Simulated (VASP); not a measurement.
# Zn3Sb4O6F6 (I-43m) in VASP: single point with PBE

Aim: the single point of Zn3Sb4O6F6 with PBE.

Everything below comes from runs of VASP 6.6.1. Logs are shortened: lines on timing, memory, paths and dates and some standing lists are left out, and cuts for length are marked.

### 1 The cell of the first run

The structure is cubic, space group I-43m (No. 217). Conventional cell: a = 8.129 Å, b = 8.129 Å, c = 8.129 Å, α = 90.00°, β = 90.00°, γ = 90.00°. Zn (site symmetry -42m) has 2 O at 2.02 Å and 4 F at 2.03 Å within 2.7 Å. Sb (site symmetry 3m) has 3 O at 2.01 Å within 2.7 Å. Within 2.7 Å of O (site symmetry 2mm) lie 2 Sb at 2.01 Å and 1 Zn at 2.02 Å. F (site symmetry -4) has 2 Zn at 2.03 Å within 2.7 Å.

### 2 Single point, PBE

The input, INCAR:

```
PREC = Accurate
ENCUT = 520
EDIFF = 1E-7
ISMEAR = -1
SIGMA = 0.02
LREAL = Auto
LASPH = T
NELM = 80
ALGO = Normal
ISIF = 2
LWAVE = F
LCHARG = T
GGA = PE
LELF = T
LVHAR = T
NBANDS = 82
```

The input, KPOINTS:

```
regular mesh
0
Gamma
  4 4 4
```

The input, POSCAR:

```
Zn3Sb4O6F6
1.0
   -4.0645500000      4.0645500000      4.0645500000
    4.0645500000     -4.0645500000      4.0645500000
    4.0645500000      4.0645500000     -4.0645500000
Zn Sb O F
3 4 6 6
Direct
    0.0000000000      0.5000000000      0.5000000000
    0.5000000000      0.0000000000      0.5000000000
    0.5000000000      0.5000000000      0.0000000000
    0.3263433364      0.0000000000      0.0000000000
    0.0000000000      0.0000000000      0.3263433364
    0.0000000000      0.3263433364      0.0000000000
    0.6736566636      0.6736566636      0.6736566636
    0.0000000000      0.7488092905      0.7488092905
    0.2511907095      0.0000000000      0.2511907095
    0.0000000000      0.2511907095      0.2511907095
    0.7488092905      0.0000000000      0.7488092905
    0.2511907095      0.2511907095      0.0000000000
    0.7488092905      0.7488092905      0.0000000000
    0.2500000000      0.7500000000      0.5000000000
    0.7500000000      0.2500000000      0.5000000000
    0.5000000000      0.2500000000      0.7500000000
    0.5000000000      0.7500000000      0.2500000000
    0.7500000000      0.5000000000      0.2500000000
    0.2500000000      0.5000000000      0.7500000000
```

Potentials or basis: VASP PAW PBE potentials, release 64 (Zn, Sb, O, F).

The run is started by

```sh
> cat potpaw_PBE.64/Zn/POTCAR potpaw_PBE.64/Sb/POTCAR potpaw_PBE.64/O/POTCAR potpaw_PBE.64/F/POTCAR > POTCAR
> mpirun -np 1 vasp_std > vasp.out
```

OUTCAR:

```text
PREC = Accurate
   ENCUT = 520
   EDIFF = 1E-7
   ISMEAR = -1
   LREAL = Auto
   LASPH = T
   NELM = 80
   ISIF = 2
   GGA = PE

 ion  position               nearest neighbor table
   1  0.000  0.500  0.500-   8 2.02  10 2.02  14 2.03  15 2.03  18 2.03  19 2.03   4 3.32   7 3.32
                             6 3.32   5 3.32
   2  0.500  0.000  0.500-   9 2.02  11 2.02  14 2.03  15 2.03  16 2.03  17 2.03   6 3.32   7 3.32
                             4 3.32   5 3.32
   3  0.500  0.500  0.000-  12 2.02  13 2.02  16 2.03  17 2.03  18 2.03  19 2.03   5 3.32   4 3.32
                             6 3.32   7 3.32
   4  0.326  0.000  0.000-   8 2.01   9 2.01  12 2.01   3 3.32   2 3.32   1 3.32   5 3.75   6 3.75
                             7 3.75
   5  0.000  0.000  0.326-   9 2.01  10 2.01  13 2.01   2 3.32   1 3.32   3 3.32   4 3.75   7 3.75
                             6 3.75
   6  0.000  0.326  0.000-  10 2.01  11 2.01  12 2.01   3 3.32   1 3.32   2 3.32   4 3.75   7 3.75
                             5 3.75
   7  0.674  0.674  0.674-   8 2.01  11 2.01  13 2.01   2 3.32   1 3.32   3 3.32   4 3.75   6 3.75
                             5 3.75
   8  0.000  0.749  0.749-   4 2.01   7 2.01   1 2.02
   9  0.251  0.000  0.251-   4 2.01   5 2.01   2 2.02
  10  0.000  0.251  0.251-   5 2.01   6 2.01   1 2.02
  11  0.749  0.000  0.749-   6 2.01   7 2.01   2 2.02
  12  0.251  0.251  0.000-   4 2.01   6 2.01   3 2.02
  13  0.749  0.749  0.000-   5 2.01   7 2.01   3 2.02
  14  0.250  0.750  0.500-   1 2.03   2 2.03
  15  0.750  0.250  0.500-   1 2.03   2 2.03
  16  0.500  0.250  0.750-   2 2.03   3 2.03
  17  0.500  0.750  0.250-   2 2.03   3 2.03
  18  0.750  0.500  0.250-   1 2.03   3 2.03
  19  0.250  0.500  0.750-   1 2.03   3 2.03

  LATTYP: Found a body centered cubic cell.
 ALAT       =     8.1291000000

  Lattice vectors:

 A1 = (  -4.0645500000,   4.0645500000,   4.0645500000)
 A2 = (   4.0645500000,  -4.0645500000,   4.0645500000)
 A3 = (   4.0645500000,   4.0645500000,  -4.0645500000)

Analysis of symmetry for initial positions (statically):
=====================================================================
 Subroutine PRICEL returns:
 Original cell was already a primitive cell.

 Routine SETGRP: Setting up the symmetry group for a
 body centered cubic supercell.

 Subroutine GETGRP returns: Found 24 space group operations
 (whereof 24 operations were pure point group operations)
 out of a pool of 48 trial point group operations.

The static configuration has the point symmetry T_d .

Analysis of symmetry for dynamics (positions and initial velocities):
=====================================================================
 Subroutine PRICEL returns:
 Original cell was already a primitive cell.

 Routine SETGRP: Setting up the symmetry group for a
 body centered cubic supercell.

 Subroutine GETGRP returns: Found 24 space group operations
 (whereof 24 operations were pure point group operations)
 out of a pool of 48 trial point group operations.

The dynamic configuration has the point symmetry T_d .

 Subroutine INISYM returns: Found 24 space group operations
 (whereof 24 operations are pure point group operations),
 and found     1 'primitive' translations

----------------------------------------------------------------------------------------

                                     Primitive cell

  volume of cell :     268.5947

  direct lattice vectors                    reciprocal lattice vectors
    -4.064550000  4.064550000  4.064550000     0.000000000  0.123014848  0.123014848
     4.064550000 -4.064550000  4.064550000     0.123014848  0.000000000  0.123014848
     4.064550000  4.064550000 -4.064550000     0.123014848  0.123014848  0.000000000

  length of vectors
     7.040007110  7.040007110  7.040007110     0.173969266  0.173969266  0.173969266

  position of ions in fractional coordinates (direct lattice)
     0.000000000  0.500000000  0.500000000
     0.500000000  0.000000000  0.500000000
     0.500000000  0.500000000  0.000000000
     0.326343336  0.000000000  0.000000000
     0.000000000  0.000000000  0.326343336
     0.000000000  0.326343336  0.000000000
[... 11 lines left out ...]
     0.750000000  0.500000000  0.250000000
     0.250000000  0.500000000  0.750000000

  ion indices of the primitive-cell ions
   primitive index   ion index
                 1           1
                 2           2
                 3           3
                 4           4
                 5           5
                 6           6
[... 11 lines left out ...]
                18          18
                19          19

----------------------------------------------------------------------------------------

 KPOINTS: regular mesh

Automatic generation of k-mesh.
 Grid dimensions read from file:
 generate k-points for:    4    4    4

 Generating k-lattice:

  Cartesian coordinates                     Fractional coordinates (reciprocal lattice)
     0.000000000  0.030753712  0.030753712     0.250000000  0.000000000  0.000000000
     0.030753712  0.000000000  0.030753712     0.000000000  0.250000000  0.000000000
     0.030753712  0.030753712  0.000000000     0.000000000  0.000000000  0.250000000

  Length of vectors
     0.043492317  0.043492317  0.043492317

  Shift w.r.t. Gamma in fractional coordinates (k-lattice)
     0.000000000  0.000000000  0.000000000

 Subroutine IBZKPT returns following result:
 ===========================================

 Found      8 irreducible k-points:

 Following reciprocal coordinates:
            Coordinates               Weight
  0.000000  0.000000  0.000000      1.000000
  0.250000  0.000000  0.000000     12.000000
  0.500000  0.000000  0.000000      6.000000
  0.250000  0.250000  0.000000     24.000000
  0.250000  0.250000  0.250000      2.000000
 -0.250000  0.250000  0.250000      6.000000
  0.500000  0.500000  0.250000     12.000000
  0.500000  0.500000  0.500000      1.000000
   k-points           NKPTS =      8   k-points in BZ     NKDIM =      8   number of bands    NBANDS=     82
   number of dos      NEDOS =    301   number of ions     NIONS =     19
   total plane-waves  NPLWV = 157464
   dimension x,y,z NGX =    54 NGY =   54 NGZ =   54
   dimension x,y,z NGXF=   108 NGYF=  108 NGZF=  108
   ions per type =               3   4   6   6
   NGX,Y,Z   is equivalent  to a cutoff of  12.75, 12.75, 12.75 a.u.
   NGXF,Y,Z  is equivalent  to a cutoff of  25.50, 25.50, 25.50 a.u.
 SYSTEM =  unknown system
   PREC   = accura    normal or accurate (medium, high low for compatibility)
   ISTART =      0    job   : 0-new  1-cont  2-samecut
   ICHARG =      2    charge: 1-file 2-atom 10-const
   ISPIN  =      1    spin polarized calculation?
   LNONCOLLINEAR =      F non collinear calculations
   LSORBIT =      F    spin-orbit coupling
   LASPH  =      T    aspherical Exc in radial PAW
   ENCUT  =  520.0 eV  38.22 Ry    6.18 a.u.  13.09 13.09 13.09*2*pi/ulx,y,z
   NELM   =     80;   NELMIN=  2; NELMDL= -5     # of ELM steps
   EDIFF  = 0.1E-06   stopping-criterion for ELM
   LREAL  =      T    real-space projection
   EDIFFG = 0.1E-05   stopping-criterion for IOM
   NSW    =      0    number of steps for IOM
   IBRION =     -1    ionic relax: 0-MD 1-quasi-New 2-CG
   NFREE  =      0    steps in history (QN), initial steepest desc. (CG)
   ISIF   =      2    stress and relaxation
   ISYM   =      2    0-nonsym 1-usesym 2-fastsym
   POTIM  = 0.5000    time-step for ionic-motion
   TEBEG  =    0.0;   TEEND  =   0.0 temperature during run
   PSTRESS=    0.0 pullay stress
   NELECT =     134.0000    total number of electrons
   NUPDOWN=      -1.0000    fix difference up-down
   EMIN   =  10.00;   EMAX   =-10.00  energy-range for DOS
   EFERMI =   0.00;   METHOD = LEGACY
   ISMEAR =    -1;   SIGMA  =   0.02  broadening in eV -4-tet -1-fermi 0-gaus
   EFERMI_NEDOS =   21; number of points for ismear=-14 and -15
   IALGO  =     38    algorithm
   IMIX   =      4    mixing-type and parameters
     AMIX     =   0.40;   BMIX     =  1.00
     AMIX_MAG =   1.60;   BMIX_MAG =  1.00
  volume/ion in A,a.u.               =      14.14        95.40
  Fermi-wavevector in a.u.,A,eV,Ry     =   1.298406  2.453632 22.937505  1.685859
  Thomas-Fermi vector in A             =   2.429737
   LORBIT       =      0    0 simple, 1 ext, 2 COOP (PROOUT), +10 PAW based schemes
   GGA     = PE    functional components
   LHFCALC =     F    Hartree Fock is set to
   AEXX    =    0.0000 exact exchange contribution
   IVDW    =     0    specifies the selected vdW correction
   LEPSILON=     F    determine dielectric tensor
   LRPA    =     F    only Hartree local field effects (RPA)
 non-spin polarized calculation
  energy-cutoff  :      520.00
  volume of cell :      268.59
 maximum number of plane-waves:      7256
 NGX is ok and might be reduce to    54
   NGX = 27   NGY = 27   NGZ = 27

 number of electron     133.9999982 magnetization

 Free energy of the ion-electron system (eV)
  ---------------------------------------------------
  ext. energy  EPLUGINS =         0.00000000
  ---------------------------------------------------
  free energy    TOTEN  =       -94.37835557 eV

  energy without entropy =      -94.37835557  energy(sigma->0) =      -94.37835557

 E-fermi :   3.0435     XC(G=0): -10.0012

 val. band max:        2.5544953278   @ k =   0.0000   0.0000   0.0000
 cond. band min:       5.3358007276   @ k =   0.5000   0.5000   0.5000
 fundamental gap:      2.7813053998
 Fermi energy:         3.0434567461

 k-point     1 :       0.0000    0.0000    0.0000
  band No.  band energies     occupation
      1     -18.9871      2.00000
      2     -18.6626      2.00000
      3     -18.6626      2.00000
      4     -18.6626      2.00000
      5     -18.6223      2.00000
      6     -18.6223      2.00000
[... 71 lines left out ...]
     78      10.3419      0.00000
     79      10.3419      0.00000
[... 572 lines left out ...]
     78       9.5731      0.00000
     79       9.5731      0.00000
 [bands above 79 left out]

------------------------ aborting loop because EDIFF is reached ----------------------------------------

  FORCE on cell =-STRESS in cart. coord.  units (eV):
  Direction    XX          YY          ZZ          XY          YZ          ZX
  --------------------------------------------------------------------------------------
  -------------------------------------------------------------------------------------
  Total        9.0585176      9.0585176      9.0585176      0.0000000     -0.0000000      0.0000000
  in kB       54.0343976     54.0343976     54.0343976      0.0000000     -0.0000000      0.0000000
  external PRESSURE =      54.0343976 kB  Pullay stress =       0.0000000 kB

 VOLUME and BASIS-vectors are now :
 -----------------------------------------------------------------------------
  energy-cutoff  :      520.00
  volume of cell :      268.59
      direct lattice vectors                 reciprocal lattice vectors
    -4.064550000  4.064550000  4.064550000     0.000000000  0.123014848  0.123014848
     4.064550000 -4.064550000  4.064550000     0.123014848  0.000000000  0.123014848
     4.064550000  4.064550000 -4.064550000     0.123014848  0.123014848  0.000000000

 POSITION                                       TOTAL-FORCE (eV/Angst)
 -----------------------------------------------------------------------------------
      4.06455      0.00000      0.00000         0.000000      0.000000     -0.000000
      0.00000      4.06455      0.00000         0.000000      0.000000     -0.000000
      0.00000      0.00000      4.06455         0.000000      0.000000     -0.000000
     -1.32644      1.32644      1.32644        -0.036134      0.036134      0.036134
      1.32644      1.32644     -1.32644         0.036134      0.036134     -0.036134
      1.32644     -1.32644      1.32644         0.036134     -0.036134      0.036134
[... 11 lines left out ...]
      0.00000      2.03227      4.06455         0.000000      0.000000     -0.000000
      4.06455      2.03227      0.00000         0.000000      0.000000     -0.000000
 -----------------------------------------------------------------------------------
    total drift:                               -0.000003     -0.000003     -0.000003

  FREE ENERGIE OF THE ION-ELECTRON SYSTEM (eV)
  ---------------------------------------------------
  free  energy   TOTEN  =       -94.3783555707 eV

  energy  without entropy=      -94.3783555707  energy(sigma->0) =      -94.37835557
```

Run time: 6.3 min. Hardware: 1 thread of Intel Xeon Platinum 8488C (Sapphire Rapids), shared host; peak memory 0.46 GiB.

Results:

- Free energy: -94.3784 eV
- Pressure: 5.4 GPa
- Largest force: 0.063 eV/Å
- Band gap on the k mesh: 2.78 eV (least direct gap 2.83 eV)

Forces in eV/Å, atoms in the order of the input:
```
Zn   0.000  0.000  0.000
Zn   0.000  0.000  0.000
Zn   0.000  0.000  0.000
Sb  -0.036  0.036  0.036
Sb   0.036  0.036 -0.036
Sb   0.036 -0.036  0.036
Sb  -0.036 -0.036 -0.036
O    0.062  0.000  0.000
O    0.000 -0.062  0.000
O   -0.062  0.000  0.000
O    0.000  0.062  0.000
O    0.000  0.000 -0.062
O    0.000  0.000  0.062
F    0.000  0.000  0.000
F    0.000  0.000  0.000
F    0.000  0.000  0.000
F    0.000  0.000  0.000
F    0.000  0.000  0.000
F    0.000  0.000  0.000
```

Caveat: the cell stands under pressure; spin-orbit coupling is left out, which moves the levels of the heavy elements.
